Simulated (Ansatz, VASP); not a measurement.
## Fe2O3 in VASP and in Ansatz

```
CELL_PARAMETERS angstrom
2.55204 1.47342 4.64745
-2.55204 1.47342 4.64745
0.00000 -2.94685 4.64745
ATOMIC_POSITIONS crystal
Fe 0.35533 0.35533 0.35533
Fe 0.14467 0.14467 0.14467
Fe 0.64467 0.64467 0.64467
Fe 0.85533 0.85533 0.85533
O 0.55557 0.94443 0.25000
O 0.25000 0.55557 0.94443
O 0.94443 0.25000 0.55557
O 0.44443 0.05557 0.75000
O 0.75000 0.44443 0.05557
O 0.05557 0.75000 0.44443
```

Alike in both runs: task electric field gradients; functional PBE; k mesh 4 × 4 × 4; occupations gaussian, width 0.05 eV; collinear spin; Hubbard terms Fe d U = 4.0 eV.

|  | VASP | Ansatz |
| --- | --- | --- |
| version | VASP 6.6.1 | Ansatz 0.2.0 |
| potentials or method | VASP PAW PBE potentials, release 64 (Fe, O), cutoff 520 eV | scalar-relativistic, plane waves, PAW |
| valence electrons in the cell | 68 | 100 |

|  | VASP | Ansatz | Ansatz less VASP |
| --- | --- | --- | --- |
| gap on the k mesh at the Fermi level (eV) | 2.18 | 2.11 | -0.068 |
| least direct gap on the mesh (eV) | 2.23 | 2.17 | -0.066 |
| pressure (GPa) | -3.5 | 0.0 | +3.50 |
| traceless stress, the component that is largest in VASP (GPa) | 0.24 | 0.00 | -0.238 |
| rms of the force components (eV/Å) | 0.048 | 0.000 | -0.0480 |
| net moment per atom (μB) | 0.00 | 0.00 | 0.000 |
| size of the moment on the site where the two differ most (μB) | 4.16 | 3.81 | -0.353 |
| size of Vzz on the site where it differs most (V/Å²) | 40.3 | 43.5 | +3.17 |

Site moments also hang on the region over which each program counts them. The programs project onto different local orbitals, so the same U acts differently, and such runs can settle in different states. Atom by atom the forces differ by 0.048 eV/Å (rms over components). VASP's potentials hold 68 valence electrons a cell and Ansatz's 100, so a difference there can come from the potentials and not from the codes. Ansatz's warnings: stability check not made.
